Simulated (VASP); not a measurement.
Set up this calculation in VASP 6.6.1, as the native input.

```
Task                   : single point
Functional             : r2SCAN
Potentials or basis    : VASP PAW PBE potentials, release 64 (Cu, I)
Cutoff                 : 520 eV
k mesh                 : 6 × 6 × 6
Occupations            : fermi-dirac, width 0.02 eV
Spin                   : no spin polarisation
Dipole correction      : no
Further INCAR settings : ALGO = Normal; EDIFF = 1e-07; NBANDS = 16
```

Crystal: CuI.

```xyz
2
Lattice="0.0000 2.8844 2.8844 2.8844 0.0000 2.8844 2.8844 2.8844 0.0000" Properties=species:S:1:pos:R:3 pbc="T T T"
Cu    0.0000    0.0000    0.0000
I     2.8844    2.8844    2.8844
```

This cell differs from its parent crystal: volume changed by +3%.

These files were run (other wordings do the same):

POSCAR

```
CuI
1.0
    0.0000000000      2.8843905143      2.8843905143
    2.8843905143      0.0000000000      2.8843905143
    2.8843905143      2.8843905143      0.0000000000
Cu I
1 1
Direct
    0.0000000000      0.0000000000      0.0000000000
    0.5000000000      0.5000000000      0.5000000000
```

INCAR.step1

```
PREC = Accurate
ENCUT = 520
ISMEAR = -1
SIGMA = 0.02
LREAL = F
LASPH = T
NELM = 80
NBANDS = 16
GGA = PE
ALGO = Normal
EDIFF = 1E-4
LWAVE = T
LCHARG = F
```

INCAR.step2

```
PREC = Accurate
ENCUT = 520
EDIFF = 1E-7
ISMEAR = -1
SIGMA = 0.02
LREAL = F
LASPH = T
NELM = 80
ALGO = Normal
ISIF = 2
LWAVE = F
LCHARG = T
METAGGA = R2SCAN
LMIXTAU = T
LELF = T
LVHAR = T
NBANDS = 16
ISTART = 1
```

KPOINTS

```
Automatic mesh
0
Gamma
  6 6 6
```

Potentials or basis: VASP PAW PBE potentials, release 64 (Cu, I).

Command:

```sh
$ cat potpaw_PBE.64/Cu/POTCAR potpaw_PBE.64/I/POTCAR > POTCAR
$ cp INCAR.step1 INCAR
$ mpirun -np 1 vasp_std > vasp.out
$ cp INCAR.step2 INCAR
$ mpirun -np 1 vasp_std > vasp.out
```

It gave:

| Item | Value |
| --- | --- |
| Pressure | -1.5 GPa |
| Band gap on the k mesh | zero (band 9 reaches 5.76 eV, above the bottom of band 10 at 5.72 eV) |

Caveat: the PAW data sets were made with another functional, which shifts forces and pressure a little; spin-orbit coupling is left out, which moves the levels of the heavy elements; semilocal functionals often make such compounds metallic where correlation or magnetic order opens a gap, which also shifts bond lengths.

It took 55 s on 1 thread of Intel(R) Xeon(R) Platinum 8259CL CPU @ 2.50GHz (Skylake/Cascade Lake), on a shared host, peak memory 0.17 GiB.
